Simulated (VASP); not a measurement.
# Mg (Im-3m) in VASP: a series of runs, part 2 of 2

VASP 6.6.1. Earlier steps stand in the parts before.

### Step 5. Single point, LDA

This run uses another cell than the first one, of 13.20 Å³/atom, 1.108 times its volume.

Input file INCAR:

```
  PREC = Accurate
  ENCUT = 600
  EDIFF = 1E-6
  ISMEAR = -1
  SIGMA = 0.15
  LREAL = F
  LASPH = T
  NELM = 120
  ALGO = Normal
  ISIF = 2
  LWAVE = F
  LCHARG = T
  LELF = T
  LVHAR = T
  NBANDS = 7
  GGA_COMPAT = F
```

Input file KPOINTS:

```
regular mesh
0
Gamma
  11 11 11
```

Input file POSCAR:

```
Mg
1.0
   -1.4887030327      1.4887030327      1.4887030327
    1.4887030327     -1.4887030327      1.4887030327
    1.4887030327      1.4887030327     -1.4887030327
Mg
1
Direct
    0.0000000000      0.0000000000      0.0000000000
```

Potentials or basis: VASP PAW LDA potentials, release 64 (Mg).

The run is started by

```bash
$ cat potpaw_LDA.64/Mg/POTCAR > POTCAR
$ mpirun -np 1 vasp_std > vasp.out
```

OUTCAR:

```text
PREC = Accurate
   ENCUT = 600
   EDIFF = 1E-6
   ISMEAR = -1
   LREAL = F
   LASPH = T
   NELM = 120
   ISIF = 2

 ion  position               nearest neighbor table
   1  0.000  0.000  0.000-

  LATTYP: Found a body centered cubic cell.
 ALAT       =     2.9774060654

  Lattice vectors:

 A1 = (  -1.4887030327,   1.4887030327,   1.4887030327)
 A2 = (   1.4887030327,  -1.4887030327,   1.4887030327)
 A3 = (   1.4887030327,   1.4887030327,  -1.4887030327)

Analysis of symmetry for initial positions (statically):
[... 408 lines left out ...]
 k-point    24 :       0.3636    0.1818    0.0909
  band No.  band energies     occupation
      1       4.9811      1.99948
      2       6.2867      0.78164
      3      11.1001      0.00000
      4      16.1266      0.00000
      5      27.5818      0.00000
      6      30.0870      0.00000
      7      31.6624      0.00000

 [... further k-points ...]
[... 5 lines left out ...]
  --------------------------------------------------------------------------------------
  -------------------------------------------------------------------------------------
  Total        4.1775057      4.1775057      4.1775057     -0.0000000      0.0000000     -0.0000000
  in kB      507.1581607    507.1581607    507.1581607     -0.0000000      0.0000000     -0.0000000
  external PRESSURE =     507.1581607 kB  Pullay stress =       0.0000000 kB

 VOLUME and BASIS-vectors are now :
 -----------------------------------------------------------------------------
  energy-cutoff  :      600.00
  volume of cell :       13.20
      direct lattice vectors                 reciprocal lattice vectors
    -1.488703033  1.488703033  1.488703033     0.000000000  0.335862821  0.335862821
     1.488703033 -1.488703033  1.488703033     0.335862821  0.000000000  0.335862821
     1.488703033  1.488703033 -1.488703033     0.335862821  0.335862821  0.000000000

 POSITION                                       TOTAL-FORCE (eV/Angst)
 -----------------------------------------------------------------------------------
      0.00000      0.00000      0.00000        -0.000000      0.000000     -0.000000
 -----------------------------------------------------------------------------------
    total drift:                                0.000000      0.000000      0.000000

  FREE ENERGIE OF THE ION-ELECTRON SYSTEM (eV)
  ---------------------------------------------------
  free  energy   TOTEN  =        -0.9307471367 eV

  energy  without entropy=       -0.9107452366  energy(sigma->0) =       -0.92074619
```

OSZICAR:

```text
N       E                     dE             d eps       ncg     rms          rms(c)
DAV:   1     0.132499349192E+00    0.13250E+00   -0.10487E+03   840   0.240E+02
DAV:   2    -0.969485906688E+00   -0.11020E+01   -0.10905E+01  1085   0.158E+01
DAV:   3    -0.972455079021E+00   -0.29692E-02   -0.29684E-02   952   0.922E-01
DAV:   4    -0.972458912672E+00   -0.38337E-05   -0.38340E-05  1141   0.244E-02
DAV:   5    -0.972458920425E+00   -0.77527E-08   -0.79582E-08   987   0.724E-04    0.736E-01
DAV:   6    -0.946612951695E+00    0.25846E-01   -0.28325E-04   917   0.106E-01    0.468E-01
DAV:   7    -0.930895079875E+00    0.15718E-01   -0.67685E-04   812   0.164E-01    0.192E-02
DAV:   8    -0.930757254584E+00    0.13783E-03   -0.19357E-05  1043   0.269E-02    0.575E-03
DAV:   9    -0.930747572929E+00    0.96817E-05   -0.41473E-06   896   0.121E-02    0.674E-04
DAV:  10    -0.930747136737E+00    0.43619E-06   -0.71549E-08   504   0.166E-03
   1 F= -.93074714E+00 E0= -.92074619E+00  d E =-.200019E-01
```

stdout:

```text
POSCAR found type information on POSCAR Mg
 POSCAR found :  1 types and       1 ions
 scaLAPACK will be used
 LDA part: xc-table for (Slater(with rela. corr.)+CA(PZ))
 , standard interpolation
 POSCAR, INCAR and KPOINTS ok, starting setup
 FFT: planning ... GRIDC
 FFT: planning ... GRID_SOFT
 FFT: planning ... GRID
 WAVECAR not read
 entering main loop
```

Wall time 11 s (1 thread of Intel Xeon 8259CL, shared host); peak memory 0.13 GiB.

Results:

| Item | Value |
| --- | --- |
| Free energy | -0.9307 eV |
| Pressure | 50.7 GPa |
| Band gap on the k mesh | zero (band 1 reaches 8.77 eV, above the bottom of band 2 at 5.42 eV) |

### Step 6. Single point, LDA

This run uses another cell than the first one, of 14.16 Å³/atom, 1.189 times its volume.

Input file INCAR:

```
PREC = Accurate
ENCUT = 600
EDIFF = 1E-6
ISMEAR = -1
SIGMA = 0.15
LREAL = F
LASPH = T
NELM = 120
ALGO = Normal
ISIF = 2
LWAVE = F
LCHARG = F
GGA = CA
NBANDS = 7
GGA_COMPAT = F
```

KPOINTS is that of step 5.

Input file POSCAR:

```
Mg
1.0
   -1.5241615905      1.5241615905      1.5241615905
    1.5241615905     -1.5241615905      1.5241615905
    1.5241615905      1.5241615905     -1.5241615905
Mg
1
Direct
    0.0000000000      0.0000000000      0.0000000000
```

Potentials or basis: VASP PAW LDA potentials, release 64 (Mg).

The run is started by

```bash
$ cat potpaw_LDA.64/Mg/POTCAR > POTCAR
$ mpirun -np 1 vasp_std > vasp.out
```

It took 9.8 s on 1 thread of Intel Xeon 8259CL, shared host; peak memory 0.13 GiB.

Results (log left out):

| Quantity | Value |
| --- | --- |
| Free energy | -1.1953 eV |
| Pressure | 37.7 GPa |
| Band gap on the k mesh | zero (band 1 reaches 8.19 eV, above the bottom of band 2 at 4.85 eV) |

Levels at points of the mesh, in eV from the Fermi level:
```csv
k point,band 1,band 2,band 3,band 4
"(0.00, 0.00, 0.00)",-9.33,16.43,16.43,16.43
```

### Step 7. The runs side by side

| cell | gap on the mesh (eV) | pressure (GPa) |
| --- | --- | --- |
| a = 2.492 Å, angles 109.5°, 1 atom | none | 75.2 |
| a = 2.536 Å, angles 109.5°, 1 atom | none | 61.7 |
| a = 2.557 Å, angles 109.5°, 1 atom | none | 56.0 |
| a = 2.579 Å, angles 109.5°, 1 atom | none | 50.7 |
| a = 2.640 Å, angles 109.5°, 1 atom | none | 37.7 |

Alike in all rows: task single point; level LDA; potentials or basis VASP PAW LDA potentials, release 64 (Mg); no spin polarisation; k mesh 11 × 11 × 11; cutoff (eV) 600; smearing fermi-dirac 0.15 eV.

Absolute energies hang on the potentials; compare differences alone.
